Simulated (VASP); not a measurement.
# W (Im-3m) in VASP: a series of runs

The runs below take W through single point, relaxation of cell and atoms, with PBE.

All numbers are computed with VASP 6.6.1; they aren't measurements. Logs are shortened: lines on timing, memory, paths and dates and some standing lists are left out, and cuts for length are marked.

**1. The cell of the first run**

The structure is cubic, space group Im-3m (No. 229). The conventional cell has a = 2.969 Å, b = 2.969 Å, c = 2.969 Å, α = 90.00°, β = 90.00°, γ = 90.00°. Within 3.4 Å of W (site symmetry m-3m) lie 14 W at 2.57 to 2.97 Å.

**2. Single point, PBE**

INCAR

```
ALGO = Normal ; EDIFF = 1E-6
ENCUT = 520 ; GGA = PE
ISIF = 2 ; ISMEAR = -1
LASPH = T ; LCHARG = F
LREAL = F ; LWAVE = F
NBANDS = 13 ; NELM = 100
PREC = Accurate ; SIGMA = 0.08
```

KPOINTS

```
k-points
0
Gamma
  18 18 18
```

POSCAR

```
W
1.0
   -1.4845733940      1.4845733940      1.4845733940
    1.4845733940     -1.4845733940      1.4845733940
    1.4845733940      1.4845733940     -1.4845733940
W
1
Direct
    0.0000000000      0.0000000000      0.0000000000
```

Potentials or basis: VASP PAW PBE potentials, release 64 (W_sv).

On the command line:

```bash
$ cat potpaw_PBE.64/W_sv/POTCAR > POTCAR
$ mpirun -np 1 vasp_std > vasp.out
```

OUTCAR:

```text
EDIFF = 1E-6
   ENCUT = 520
   GGA = PE
   ISIF = 2
   ISMEAR = -1
   LASPH = T
   LREAL = F
   NELM = 100
   PREC = Accurate

 ion  position               nearest neighbor table
   1  0.000  0.000  0.000-

  LATTYP: Found a body centered cubic cell.
 ALAT       =     2.9691467880

  Lattice vectors:

 A1 = (  -1.4845733940,   1.4845733940,   1.4845733940)
 A2 = (   1.4845733940,  -1.4845733940,   1.4845733940)
 A3 = (   1.4845733940,   1.4845733940,  -1.4845733940)

Analysis of symmetry for initial positions (statically):
=====================================================================
 Subroutine PRICEL returns:
 Original cell was already a primitive cell.

 Routine SETGRP: Setting up the symmetry group for a
 body centered cubic supercell.

 Subroutine GETGRP returns: Found 48 space group operations
 (whereof 48 operations were pure point group operations)
 out of a pool of 48 trial point group operations.

The static configuration has the point symmetry O_h .

Analysis of symmetry for dynamics (positions and initial velocities):
=====================================================================
 Subroutine PRICEL returns:
 Original cell was already a primitive cell.

 Routine SETGRP: Setting up the symmetry group for a
 body centered cubic supercell.

 Subroutine GETGRP returns: Found 48 space group operations
 (whereof 48 operations were pure point group operations)
 out of a pool of 48 trial point group operations.

The dynamic configuration has the point symmetry O_h .

 Subroutine INISYM returns: Found 48 space group operations
 (whereof 48 operations are pure point group operations),
 and found     1 'primitive' translations

----------------------------------------------------------------------------------------

                                     Primitive cell

  volume of cell :      13.0878

  direct lattice vectors                    reciprocal lattice vectors
    -1.484573394  1.484573394  1.484573394     0.000000000  0.336797091  0.336797091
     1.484573394 -1.484573394  1.484573394     0.336797091  0.000000000  0.336797091
     1.484573394  1.484573394 -1.484573394     0.336797091  0.336797091  0.000000000

  length of vectors
     2.571356546  2.571356546  2.571356546     0.476303013  0.476303013  0.476303013

  position of ions in fractional coordinates (direct lattice)
     0.000000000  0.000000000  0.000000000

  ion indices of the primitive-cell ions
   primitive index   ion index
                 1           1

----------------------------------------------------------------------------------------

 KPOINTS: k-points

Automatic generation of k-mesh.
 Grid dimensions read from file:
 generate k-points for:   18   18   18

 Generating k-lattice:

  Cartesian coordinates                     Fractional coordinates (reciprocal lattice)
     0.000000000  0.018710949  0.018710949     0.055555556  0.000000000  0.000000000
     0.018710949  0.000000000  0.018710949     0.000000000  0.055555556  0.000000000
     0.018710949  0.018710949  0.000000000     0.000000000  0.000000000  0.055555556

  Length of vectors
     0.026461279  0.026461279  0.026461279

  Shift w.r.t. Gamma in fractional coordinates (k-lattice)
     0.000000000  0.000000000  0.000000000

 Subroutine IBZKPT returns following result:
 ===========================================

 Found    195 irreducible k-points:

 Following reciprocal coordinates:
            Coordinates               Weight
  0.000000  0.000000  0.000000      1.000000
  0.055556  0.000000  0.000000     12.000000
  0.111111  0.000000  0.000000     12.000000
  0.166667  0.000000  0.000000     12.000000
  0.222222  0.000000  0.000000     12.000000
  0.277778  0.000000  0.000000     12.000000
[... 16 lines left out ...]
  0.333333  0.111111  0.000000     48.000000
  0.388889  0.111111  0.000000     48.000000
 [... further k-points ...]
   k-points           NKPTS =    195   k-points in BZ     NKDIM =    195   number of bands    NBANDS=     13
   number of dos      NEDOS =    301   number of ions     NIONS =      1
   total plane-waves  NPLWV =   8000
   dimension x,y,z NGX =    20 NGY =   20 NGZ =   20
   dimension x,y,z NGXF=    40 NGYF=   40 NGZF=   40
   ions per type =               1
   NGX,Y,Z   is equivalent  to a cutoff of  12.93, 12.93, 12.93 a.u.
   NGXF,Y,Z  is equivalent  to a cutoff of  25.86, 25.86, 25.86 a.u.
 SYSTEM =  unknown system
   PREC   = accura    normal or accurate (medium, high low for compatibility)
   ISTART =      0    job   : 0-new  1-cont  2-samecut
   ICHARG =      2    charge: 1-file 2-atom 10-const
   ISPIN  =      1    spin polarized calculation?
   LNONCOLLINEAR =      F non collinear calculations
   LSORBIT =      F    spin-orbit coupling
   LASPH  =      T    aspherical Exc in radial PAW
   ENCUT  =  520.0 eV  38.22 Ry    6.18 a.u.   4.78  4.78  4.78*2*pi/ulx,y,z
   NELM   =    100;   NELMIN=  2; NELMDL= -5     # of ELM steps
   EDIFF  = 0.1E-05   stopping-criterion for ELM
   LREAL  =      F    real-space projection
   EDIFFG = 0.1E-04   stopping-criterion for IOM
   NSW    =      0    number of steps for IOM
   IBRION =     -1    ionic relax: 0-MD 1-quasi-New 2-CG
   NFREE  =      0    steps in history (QN), initial steepest desc. (CG)
   ISIF   =      2    stress and relaxation
   ISYM   =      2    0-nonsym 1-usesym 2-fastsym
   POTIM  = 0.5000    time-step for ionic-motion
   TEBEG  =    0.0;   TEEND  =   0.0 temperature during run
   PSTRESS=    0.0 pullay stress
   NELECT =      14.0000    total number of electrons
   NUPDOWN=      -1.0000    fix difference up-down
   EMIN   =  10.00;   EMAX   =-10.00  energy-range for DOS
   EFERMI =   0.00;   METHOD = LEGACY
   ISMEAR =    -1;   SIGMA  =   0.08  broadening in eV -4-tet -1-fermi 0-gaus
   EFERMI_NEDOS =   21; number of points for ismear=-14 and -15
   IALGO  =     38    algorithm
   IMIX   =      4    mixing-type and parameters
     AMIX     =   0.40;   BMIX     =  1.00
     AMIX_MAG =   1.60;   BMIX_MAG =  1.00
  volume/ion in A,a.u.               =      13.09        88.32
  Fermi-wavevector in a.u.,A,eV,Ry     =   1.674284  3.163938 38.140226  2.803228
  Thomas-Fermi vector in A             =   2.759107
   LORBIT       =      0    0 simple, 1 ext, 2 COOP (PROOUT), +10 PAW based schemes
   GGA     = PE    functional components
   LHFCALC =     F    Hartree Fock is set to
   AEXX    =    0.0000 exact exchange contribution
   IVDW    =     0    specifies the selected vdW correction
   LEPSILON=     F    determine dielectric tensor
   LRPA    =     F    only Hartree local field effects (RPA)
 non-spin polarized calculation
  energy-cutoff  :      520.00
  volume of cell :       13.09
 maximum number of plane-waves:       370
   NGX =  9   NGY =  9   NGZ =  9

 number of electron      14.0000000 magnetization

 Free energy of the ion-electron system (eV)
  ---------------------------------------------------
  ext. energy  EPLUGINS =         0.00000000
  ---------------------------------------------------
  free energy    TOTEN  =       -12.15544348 eV

  energy without entropy =      -12.14431917  energy(sigma->0) =      -12.14988132

 E-fermi :  14.4892     XC(G=0): -14.7596

 val. band max:       14.4729840547   @ k =  -0.3889   0.3889   0.2778
 cond. band min:      14.5080691488   @ k =  -0.4444   0.4444   0.2222
 fundamental gap:      0.0350850940
 Fermi energy:        14.4891601299

 k-point     1 :       0.0000    0.0000    0.0000
  band No.  band energies     occupation
      1     -59.5809      2.00000
      2     -22.7286      2.00000
      3     -22.7286      2.00000
      4     -22.7286      2.00000
      5       3.8017      2.00000
      6      12.8199      2.00000
      7      12.8199      2.00000
      8      12.8199      2.00000
      9      17.1428      0.00000
     10      17.1428      0.00000
     11      29.3331      0.00000
     12      29.3331      0.00000
     13      29.3331      0.00000

 k-point     2 :       0.0556    0.0000    0.0000
  band No.  band energies     occupation
      1     -59.5718      2.00000
      2     -22.8095      2.00000
      3     -22.7524      2.00000
      4     -22.7294      2.00000
      5       3.9946      2.00000
      6      12.6963      2.00000
      7      12.7923      2.00000
      8      13.0068      2.00000
      9      16.9258      0.00000
     10      17.1388      0.00000
     11      29.5115      0.00000
     12      29.6496      0.00000
     13      29.8703      0.00000

 k-point     3 :       0.1111    0.0000    0.0000
  band No.  band energies     occupation
      1     -59.5455      2.00000
      2     -23.0384      2.00000
      3     -22.8206      2.00000
      4     -22.7317      2.00000
      5       4.5425      2.00000
      6      12.3581      2.00000
      7      12.6738      2.00000
      8      13.5607      1.99998
      9      16.4861      0.00000
     10      17.1400      0.00000
     11      29.9817      0.00000
     12      30.5657      0.00000
     13      31.2590      0.00000
[... 305 lines left out ...]
 k-point    23 :       0.3333    0.1111    0.0000
  band No.  band energies     occupation
      1     -59.2990      2.00000
      2     -24.7940      2.00000
      3     -23.4708      2.00000
      4     -22.8569      2.00000
      5       7.5253      2.00000
      6      10.2134      2.00000
      7      13.3395      2.00000
      8      16.8729      0.00000
      9      18.4580      0.00000
     10      21.4112      0.00000
     11      28.1896      0.00000
     12      30.2567      0.00000
     13      35.5858      0.00000

 k-point    24 :       0.3889    0.1111    0.0000
  band No.  band energies     occupation
      1     -59.2735      2.00000
      2     -24.9517      2.00000
      3     -23.5473      2.00000
      4     -22.8611      2.00000
      5       7.3837      2.00000
      6      10.0390      2.00000
      7      14.2864      1.85314
      8      17.0027      0.00000
      9      18.8121      0.00000
     10      22.7760      0.00000
     11      27.5989      0.00000
     12      28.8486      0.00000
     13      34.4344      0.00000

 [... further k-points ...]
[... 5 lines left out ...]
  --------------------------------------------------------------------------------------
  -------------------------------------------------------------------------------------
  Total        8.1052729      8.1052729      8.1052729      0.0000000      0.0000000     -0.0000000
  in kB      992.2319637    992.2319637    992.2319637      0.0000000      0.0000000     -0.0000000
  external PRESSURE =     992.2319637 kB  Pullay stress =       0.0000000 kB

 VOLUME and BASIS-vectors are now :
 -----------------------------------------------------------------------------
  energy-cutoff  :      520.00
  volume of cell :       13.09
      direct lattice vectors                 reciprocal lattice vectors
    -1.484573394  1.484573394  1.484573394     0.000000000  0.336797091  0.336797091
     1.484573394 -1.484573394  1.484573394     0.336797091  0.000000000  0.336797091
     1.484573394  1.484573394 -1.484573394     0.336797091  0.336797091  0.000000000

 POSITION                                       TOTAL-FORCE (eV/Angst)
 -----------------------------------------------------------------------------------
      0.00000      0.00000      0.00000         0.000000      0.000000      0.000000
 -----------------------------------------------------------------------------------
    total drift:                                0.000000     -0.000000      0.000000

  FREE ENERGIE OF THE ION-ELECTRON SYSTEM (eV)
  ---------------------------------------------------
  free  energy   TOTEN  =       -12.1554434751 eV

  energy  without entropy=      -12.1443191663  energy(sigma->0) =      -12.14988132
```

Run time: 12 s. Hardware: 1 thread of Intel Xeon 6975P-C, shared host; peak memory 0.15 GiB.

Results:

```
Free energy            : -12.1554 eV
Pressure               : 99.2 GPa
Band gap on the k mesh : zero (band 7 reaches 21.13 eV, above the bottom of band 8 at 12.82 eV)
```

Caveat: spin-orbit coupling is left out, which moves the levels of the heavy elements.

**3. Single point, PBE**

INCAR

```
SYSTEM = W
PREC     = Accurate       ! precision mode
ENCUT    = 520            ! plane-wave cutoff, eV
EDIFF    = 1E-6           ! SCF threshold, eV
ISMEAR   = -1             ! smearing method
SIGMA    = 0.08           ! smearing width, eV
LREAL    = .FALSE.        ! projectors in reciprocal space
LASPH    = .TRUE.         ! aspherical terms in the spheres
NELM     = 60             ! most SCF steps
ALGO     = Normal         ! electronic algorithm
ISIF     = 2              ! what is computed and relaxed
LWAVE    = .FALSE.        ! write WAVECAR
LCHARG   = .FALSE.        ! write CHGCAR
GGA      = PE             ! functional
NBANDS   = 13             ! bands
```

KPOINTS

```
regular mesh
0
G
  18 18 18
  0 0 0
```

POSCAR

```
W
1.0
   -1.4842672963      1.4842672963      1.4842672963
    1.4842672963     -1.4842672963      1.4842672963
    1.4842672963      1.4842672963     -1.4842672963
W
1
Direct
    0.0000000000      0.0000000000      0.0000000000
```

Potentials or basis: VASP PAW PBE potentials, release 64 (W_sv).

On the command line:

```bash
$ cat potpaw_PBE.64/W_sv/POTCAR > POTCAR
$ mpirun -np 1 vasp_std > vasp.out
```

Wall time 18 s (1 thread of Intel Xeon 6975P-C, shared host); peak memory 0.15 GiB.

It converged, with:

| Quantity | Value |
| --- | --- |
| Free energy | -12.1504 eV |
| Pressure | 99.6 GPa |
| Band gap on the k mesh | zero (band 7 reaches 21.15 eV, above the bottom of band 8 at 12.83 eV) |

Levels at points of the mesh, in eV from the Fermi level:
| k point | band 5 | band 6 | band 7 | band 8 | band 9 | band 10 |
| --- | --- | --- | --- | --- | --- | --- |
| (0.00, 0.00, 0.00) | -10.69 | -1.67 | -1.67 | -1.67 | 2.65 | 2.65 |
| (0.50, 0.00, 0.00) | -7.71 | -4.69 | 1.57 | 2.72 | 3.96 | 8.03 |
| (0.50, 0.50, 0.50) | -7.64 | -7.64 | 6.65 | 6.65 | 6.65 | 9.99 |

Caveat: spin-orbit coupling is left out, which moves the levels of the heavy elements.

**4. Relaxation of cell and atoms, PBE, target pressure 97 GPa, at which the enthalpy is minimised**

INCAR

```
PREC = Accurate
ENCUT = 600
EDIFF = 1E-7
ISMEAR = -1
SIGMA = 0.08
LREAL = False
LASPH = True
NELM = 80
ALGO = Normal
ISIF = 3
LWAVE = False
LCHARG = False
GGA = PE
IBRION = 2
NSW = 32
EDIFFG = -0.005
PSTRESS = 970.0
```

KPOINTS

```
regular mesh
0
Gamma
  18 18 18
```

POSCAR

```
W
1.0
   -1.4845733940      1.4845733940      1.4845733940
    1.4845733940     -1.4845733940      1.4845733940
    1.4845733940      1.4845733940     -1.4845733940
W
1
Direct
    0.0000000000      0.0000000000      0.0000000000
```

Potentials or basis: VASP PAW PBE potentials, release 64 (W_sv).

On the command line:

```bash
$ cat potpaw_PBE.64/W_sv/POTCAR > POTCAR
$ mpirun -np 1 vasp_std > vasp.out
```

OUTCAR:

```text
PREC = Accurate
   ENCUT = 600
   EDIFF = 1E-7
   ISMEAR = -1
   LREAL = False
   LASPH = True
   NELM = 80
   ISIF = 3
   GGA = PE
   IBRION = 2
   NSW = 32
   EDIFFG = -0.005
   PSTRESS = 970.0

 ion  position               nearest neighbor table
   1  0.000  0.000  0.000-

  LATTYP: Found a body centered cubic cell.
 ALAT       =     2.9691467880

  Lattice vectors:

 A1 = (  -1.4845733940,   1.4845733940,   1.4845733940)
 A2 = (   1.4845733940,  -1.4845733940,   1.4845733940)
 A3 = (   1.4845733940,   1.4845733940,  -1.4845733940)

Analysis of symmetry for initial positions (statically):
=====================================================================
 Subroutine PRICEL returns:
 Original cell was already a primitive cell.

 Routine SETGRP: Setting up the symmetry group for a
 body centered cubic supercell.

 Subroutine GETGRP returns: Found 48 space group operations
 (whereof 48 operations were pure point group operations)
 out of a pool of 48 trial point group operations.

The static configuration has the point symmetry O_h .

Analysis of symmetry for dynamics (positions and initial velocities):
[... 167 lines left out ...]
  in kB      992.9632006    992.9632006    992.9632006      0.0000000      0.0000000      0.0000000
  external PRESSURE =      22.9632006 kB  Pullay stress =     970.0000000 kB
[... 61 lines left out ...]
--------------------------------------- Ionic step        3  -------------------------------------------

 number of electron      14.0000000 magnetization

 Free energy of the ion-electron system (eV)
  ---------------------------------------------------
  ext. energy  EPLUGINS =         0.00000000
  ---------------------------------------------------
  free energy    TOTEN  =       -12.18375152 eV

  energy without entropy =      -12.17249145  energy(sigma->0) =      -12.17812149

 E-fermi :  14.4275     XC(G=0): -14.7385

 val. band max:       14.4140747628   @ k =  -0.3889   0.3889   0.2778
 cond. band min:      14.4499225801   @ k =  -0.4444   0.4444   0.2222
 fundamental gap:      0.0358478174
 Fermi energy:        14.4274803886

 k-point     1 :       0.0000    0.0000    0.0000
  band No.  band energies     occupation
      1     -59.6406      2.00000
      2     -22.7988      2.00000
      3     -22.7988      2.00000
      4     -22.7988      2.00000
      5       3.7596      2.00000
      6      12.7695      2.00000
      7      12.7695      2.00000
      8      12.7695      2.00000
      9      17.0762      0.00000
     10      17.0762      0.00000
     11      29.2686      0.00000
[... 309 lines left out ...]
 k-point    24 :       0.3889    0.1111    0.0000
  band No.  band energies     occupation
      1     -59.3378      2.00000
      2     -24.9982      2.00000
      3     -23.6090      2.00000
      4     -22.9296      2.00000
      5       7.3489      2.00000
      6      10.0003      2.00000
      7      14.2162      1.86687
      8      16.9334      0.00000
      9      18.7327      0.00000
     10      22.6785      0.00000
     11      27.5175      0.00000

 [... further k-points ...]

------------------------ aborting loop because EDIFF is reached ----------------------------------------

  FORCE on cell =-STRESS in cart. coord.  units (eV):
  Direction    XX          YY          ZZ          XY          YZ          ZX
  --------------------------------------------------------------------------------------
  -------------------------------------------------------------------------------------
  Total        7.9512157      7.9512157      7.9512157      0.0000000      0.0000000     -0.0000000
  in kB      969.9693153    969.9693153    969.9693153      0.0000000      0.0000000     -0.0000000
  external PRESSURE =      -0.0306847 kB  Pullay stress =     970.0000000 kB
[... 20 lines left out ...]
  energy  without entropy=      -12.1724914512  energy(sigma->0) =      -12.17812149

  enthalpy is  TOTEN    =        -4.2322843037 eV   P V=        7.9514672204

 reached required accuracy - stopping structural energy minimisation
```

Wall time 43 s (1 thread of Intel Xeon 6975P-C, shared host); peak memory 0.18 GiB.

What came out:

```
Free energy                                            : -12.1838 eV
Relaxed volume                                         : 13.13 Å³/atom
Relaxed cell                                           : a = 2.574 Å, b = 2.574 Å, c = 2.574 Å, α = 109.47°, β = 109.47°, γ = 109.47°
Space group after relaxing (to 0.05 Å)                 : Im-3m (No. 229)
Energy change on relaxing (the enthalpy is what falls) : -28.1 meV/atom
Ionic steps                                            : 3
Pressure after relaxing                                : 97.0 GPa
Band gap on the k mesh                                 : zero (band 7 reaches 21.05 eV, above the bottom of band 8 at 12.77 eV)
```

The path:
| step | energy change (eV) | largest force (eV/Å) | pressure (GPa) | volume (Å³) |
| --- | --- | --- | --- | --- |
| 1 | 0.0000 | 0.0000 | 99.30 | 13.09 |
| 2 | -0.2026 | 0.0000 | 82.11 | 13.45 |
| 3 | -0.0281 | 0.0000 | 97.00 | 13.13 |

Final structure:
```
CELL_PARAMETERS angstrom
-1.48631 1.48631 1.48631
1.48631 -1.48631 1.48631
1.48631 1.48631 -1.48631
ATOMIC_POSITIONS crystal
W 0.00000 0.00000 0.00000
```

Caveat: the cell is relaxed towards a set pressure, so the enthalpy falls and the energy may rise; spin-orbit coupling is left out, which moves the levels of the heavy elements.
